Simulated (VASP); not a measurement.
# Au (Im-3m) in VASP: a series of runs

Au is run at these levels: LDA; tasks: single point.

Everything below comes from runs of VASP 6.6.1. Logs are shortened: lines on timing, memory, paths and dates and some standing lists are left out, and cuts for length are marked.

### Step 1. The cell of the first run

Symmetry: Im-3m, No. 229, cubic system. Conventional cell: a = 3.046 Å, b = 3.046 Å, c = 3.046 Å, α = 90.00°, β = 90.00°, γ = 90.00°. Within 3.5 Å of Au (site symmetry m-3m) lie 14 Au at 2.64 to 3.05 Å.

### Step 2. Single point, LDA (volume scaled by 0.85)

INCAR reads:

```
ALGO = Normal ; EDIFF = 1E-7
ENCUT = 520 ; GGA = CA
ISIF = 2 ; ISMEAR = -1
LASPH = T ; LCHARG = T
LELF = T ; LREAL = F
LVHAR = T ; LWAVE = F
NBANDS = 12 ; NELM = 80
PREC = Accurate ; SIGMA = 0.1
```

KPOINTS reads:

```
k-points
0
Gamma
  17 17 17
```

POSCAR reads:

```
Au
1.0
   -1.5231406768      1.5231406768      1.5231406768
    1.5231406768     -1.5231406768      1.5231406768
    1.5231406768      1.5231406768     -1.5231406768
Au
1
Direct
    0.0000000000      0.0000000000      0.0000000000
```

Potentials or basis: VASP PAW LDA potentials, release 64 (Au).

The run is started by

```
$ cat potpaw_LDA.64/Au/POTCAR > POTCAR
$ mpirun -np 1 vasp_std > vasp.out
```

OUTCAR:

```text
EDIFF = 1E-7
   ENCUT = 520
   GGA = CA
   ISIF = 2
   ISMEAR = -1
   LASPH = T
   LREAL = F
   NELM = 80
   PREC = Accurate

 ion  position               nearest neighbor table
   1  0.000  0.000  0.000-

  LATTYP: Found a body centered cubic cell.
 ALAT       =     3.0462813536

  Lattice vectors:

 A1 = (  -1.5231406768,   1.5231406768,   1.5231406768)
 A2 = (   1.5231406768,  -1.5231406768,   1.5231406768)
 A3 = (   1.5231406768,   1.5231406768,  -1.5231406768)

Analysis of symmetry for initial positions (statically):
=====================================================================
 Subroutine PRICEL returns:
 Original cell was already a primitive cell.

 Routine SETGRP: Setting up the symmetry group for a
 body centered cubic supercell.

 Subroutine GETGRP returns: Found 48 space group operations
 (whereof 48 operations were pure point group operations)
 out of a pool of 48 trial point group operations.

The static configuration has the point symmetry O_h .

Analysis of symmetry for dynamics (positions and initial velocities):
=====================================================================
 Subroutine PRICEL returns:
 Original cell was already a primitive cell.

 Routine SETGRP: Setting up the symmetry group for a
 body centered cubic supercell.

 Subroutine GETGRP returns: Found 48 space group operations
 (whereof 48 operations were pure point group operations)
 out of a pool of 48 trial point group operations.

The dynamic configuration has the point symmetry O_h .

 Subroutine INISYM returns: Found 48 space group operations
 (whereof 48 operations are pure point group operations),
 and found     1 'primitive' translations

----------------------------------------------------------------------------------------

                                     Primitive cell

  volume of cell :      14.1345

  direct lattice vectors                    reciprocal lattice vectors
    -1.523140677  1.523140677  1.523140677     0.000000000  0.328269087  0.328269087
     1.523140677 -1.523140677  1.523140677     0.328269087  0.000000000  0.328269087
     1.523140677  1.523140677 -1.523140677     0.328269087  0.328269087  0.000000000

  length of vectors
     2.638157039  2.638157039  2.638157039     0.464242596  0.464242596  0.464242596

  position of ions in fractional coordinates (direct lattice)
     0.000000000  0.000000000  0.000000000

  ion indices of the primitive-cell ions
   primitive index   ion index
[... 73 lines left out ...]
   EDIFF  = 0.1E-06   stopping-criterion for ELM
   LREAL  =      F    real-space projection
   EDIFFG = 0.1E-05   stopping-criterion for IOM
   NSW    =      0    number of steps for IOM
   IBRION =     -1    ionic relax: 0-MD 1-quasi-New 2-CG
   NFREE  =      0    steps in history (QN), initial steepest desc. (CG)
   ISIF   =      2    stress and relaxation
   ISYM   =      2    0-nonsym 1-usesym 2-fastsym
   POTIM  = 0.5000    time-step for ionic-motion
   TEBEG  =    0.0;   TEEND  =   0.0 temperature during run
   PSTRESS=    0.0 pullay stress
   NELECT =      11.0000    total number of electrons
   NUPDOWN=      -1.0000    fix difference up-down
   EMIN   =  10.00;   EMAX   =-10.00  energy-range for DOS
   EFERMI =   0.00;   METHOD = LEGACY
   ISMEAR =    -1;   SIGMA  =   0.10  broadening in eV -4-tet -1-fermi 0-gaus
   EFERMI_NEDOS =   21; number of points for ismear=-14 and -15
   IALGO  =     38    algorithm
   IMIX   =      4    mixing-type and parameters
     AMIX     =   0.40;   BMIX     =  1.00
     AMIX_MAG =   1.60;   BMIX_MAG =  1.00
  volume/ion in A,a.u.               =      14.13        95.38
  Fermi-wavevector in a.u.,A,eV,Ry     =   1.505841  2.845626 30.851977  2.267556
  Thomas-Fermi vector in A             =   2.616637
   LORBIT       =      0    0 simple, 1 ext, 2 COOP (PROOUT), +10 PAW based schemes
   GGA     = CA    functional components
   LHFCALC =     F    Hartree Fock is set to
   AEXX    =    0.0000 exact exchange contribution
   IVDW    =     0    specifies the selected vdW correction
   LEPSILON=     F    determine dielectric tensor
   LRPA    =     F    only Hartree local field effects (RPA)
 non-spin polarized calculation
  energy-cutoff  :      520.00
  volume of cell :       14.13
 maximum number of plane-waves:       390
   NGX =  9   NGY =  9   NGZ =  9

 number of electron      11.0000000 magnetization

 Free energy of the ion-electron system (eV)
  ---------------------------------------------------
  ext. energy  EPLUGINS =         0.00000000
  ---------------------------------------------------
  free energy    TOTEN  =        -4.09285356 eV

  energy without entropy =       -4.08314052  energy(sigma->0) =       -4.08799704

 E-fermi :  12.8119     XC(G=0): -14.0923

 val. band max:       12.7935259965   @ k =   0.2941   0.1765   0.0000
 cond. band min:      12.8885879686   @ k =   0.2353   0.2353   0.0000
 fundamental gap:      0.0950619721
 Fermi energy:        12.8118790350

 k-point     1 :       0.0000    0.0000    0.0000
  band No.  band energies     occupation
      1       0.7442      2.00000
      2       6.7127      2.00000
      3       6.7127      2.00000
      4       6.7127      2.00000
      5       9.3491      2.00000
      6       9.3491      2.00000
      7      29.0923      0.00000
      8      29.0923      0.00000
      9      29.0923      0.00000
     10      39.9980      0.00000
     11      39.9980      0.00000
     12      40.6675      0.00000
[... 331 lines left out ...]
 k-point    24 :       0.1765    0.1765    0.0000
  band No.  band energies     occupation
      1       3.8472      2.00000
      2       6.0402      2.00000
      3       6.1518      2.00000
      4       8.7096      2.00000
      5       9.6308      2.00000
      6      10.2201      2.00000
      7      25.2377      0.00000
      8      26.9607      0.00000
      9      30.0209      0.00000
     10      32.1585      0.00000
     11      37.1071      0.00000
     12      39.8381      0.00000

 [... further k-points ...]
[... 5 lines left out ...]
  --------------------------------------------------------------------------------------
  -------------------------------------------------------------------------------------
  Total        4.4179244      4.4179244      4.4179244     -0.0000000     -0.0000000      0.0000000
  in kB      500.7821308    500.7821308    500.7821308     -0.0000000     -0.0000000      0.0000000
  external PRESSURE =     500.7821308 kB  Pullay stress =       0.0000000 kB

 VOLUME and BASIS-vectors are now :
 -----------------------------------------------------------------------------
  energy-cutoff  :      520.00
  volume of cell :       14.13
      direct lattice vectors                 reciprocal lattice vectors
    -1.523140677  1.523140677  1.523140677     0.000000000  0.328269087  0.328269087
     1.523140677 -1.523140677  1.523140677     0.328269087  0.000000000  0.328269087
     1.523140677  1.523140677 -1.523140677     0.328269087  0.328269087  0.000000000

 POSITION                                       TOTAL-FORCE (eV/Angst)
 -----------------------------------------------------------------------------------
      0.00000      0.00000      0.00000        -0.000000      0.000000      0.000000
 -----------------------------------------------------------------------------------
    total drift:                                0.000000     -0.000000      0.000000

  FREE ENERGIE OF THE ION-ELECTRON SYSTEM (eV)
  ---------------------------------------------------
  free  energy   TOTEN  =        -4.0928535556 eV

  energy  without entropy=       -4.0831405197  energy(sigma->0) =       -4.08799704
```

stdout:

```text
POSCAR found type information on POSCAR Au
 POSCAR found :  1 types and       1 ions
 scaLAPACK will be used
 LDA part: xc-table for (Slater(with rela. corr.)+CA(PZ))
 , standard interpolation
 POSCAR, INCAR and KPOINTS ok, starting setup
 FFT: planning ... GRIDC
 FFT: planning ... GRID_SOFT
 FFT: planning ... GRID
 WAVECAR not read
 entering main loop
```

Wall time 12 s (1 thread of Intel Xeon Platinum 8488C (Sapphire Rapids), shared host); peak memory 0.14 GiB.

Results:

| Item | Value |
| --- | --- |
| Free energy | -4.0929 eV |
| Pressure | 50.1 GPa |

Caveat: spin-orbit coupling is left out, which moves the levels of the heavy elements.

### Step 3. Single point, LDA (volume scaled by 0.85)

INCAR reads:

```
SYSTEM = Au
ALGO = Normal
EDIFF = 1E-6
ENCUT = 520
GGA = CA
ISIF = 2
ISMEAR = -1
LASPH = .True.
LCHARG = .True.
LELF = .True.
LREAL = .False.
LVHAR = .True.
LWAVE = .False.
NBANDS = 12
NELM = 100
PREC = Accurate
SIGMA = 0.1
```

KPOINTS reads:

```
k-points
0
Gamma
  17 17 17
  0 0 0
```

POSCAR is that of step 2.

Potentials or basis: VASP PAW LDA potentials, release 64 (Au).

The run is started by

```
$ cat potpaw_LDA.64/Au/POTCAR > POTCAR
$ mpirun -np 1 vasp_std > vasp.out
```

It took 11 s on 1 thread of Intel Xeon Platinum 8488C (Sapphire Rapids), shared host; peak memory 0.14 GiB.

The run converged. Its results:

```yaml
Free_energy: -4.0929 eV
Pressure: 50.1 GPa
```

Levels at points of the mesh, in eV from the Fermi level:
```tsv
k point	band 3	band 4	band 5	band 6	band 7	band 8	band 9	band 10
(0.00, 0.00, 0.00)	-6.10	-6.10	-3.46	-3.46	16.28	16.28	16.28	27.19
```

Caveat: spin-orbit coupling is left out, which moves the levels of the heavy elements.

### Step 4. Single point, LDA (volume scaled by 0.95)

INCAR reads:

```
SYSTEM = Au
PREC = Accurate ; ENCUT = 520
EDIFF = 1E-7 ; ISMEAR = -1
SIGMA = 0.1 ; LREAL = .False.
LASPH = .True. ; NELM = 60
ALGO = Normal ; ISIF = 2
LWAVE = .False. ; LCHARG = .False.
GGA = CA ; NBANDS = 12
```

KPOINTS reads:

```
Automatic mesh
0
Gamma
  17 17 17
  0 0 0
```

POSCAR reads:

```
Au
1.0
   -1.5806713306      1.5806713306      1.5806713306
    1.5806713306     -1.5806713306      1.5806713306
    1.5806713306      1.5806713306     -1.5806713306
Au
1
Direct
    0.0000000000      0.0000000000      0.0000000000
```

The run is started by

```
$ cat potpaw_LDA.64/Au/POTCAR > POTCAR
$ mpirun -np 1 vasp_std > vasp.out
```

It took 11 s on 1 thread of Intel Xeon Platinum 8488C (Sapphire Rapids), shared host; peak memory 0.14 GiB.

It converged, with:

| Property | Result |
| --- | --- |
| Free energy | -4.3945 eV |
| Pressure | 11.9 GPa |

Levels at points of the mesh, in eV from the Fermi level:
| k point | band 3 | band 4 | band 5 | band 6 | band 7 | band 8 | band 9 | band 10 |
| --- | --- | --- | --- | --- | --- | --- | --- | --- |
| (0.00, 0.00, 0.00) | -5.27 | -5.27 | -3.05 | -3.05 | 16.52 | 16.52 | 16.52 | 25.73 |

Caveat: spin-orbit coupling is left out, which moves the levels of the heavy elements.
